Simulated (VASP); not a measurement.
Runs of VASP 6.6.1 on Al. The structure is that of space group R-3m (No. 166), or close to it. The cells are those of the table. 

```tsv
cell	gap on the mesh (eV)	pressure (GPa)
a = 2.540 Å, angles 95.9°, 1 atom	none	17.0
a = 3.003 Å, angles 114.3°, 1 atom	none	(b)
a = 2.589 Å, angles 101.6°, 1 atom	none	10.5
a = 3.325 Å, angles 117.0°, 1 atom	none	106.4
a = 2.864 Å, angles 112.1°, 1 atom	none	(a)
```

Alike in all rows: task single point; level r2SCAN; potentials or basis VASP PAW PBE potentials, release 64 (Al); no spin polarisation; k mesh 24 × 24 × 24; cutoff (eV) 520; smearing gaussian 0.15 eV.

Problem. Fill in the values left out.

Solution. (a) 4.4; (b) 23.1.

Caveats: the PAW data sets were made with another functional, which shifts forces and pressure a little.

A gap of «none» marks levels without a gap at the run's occupations.
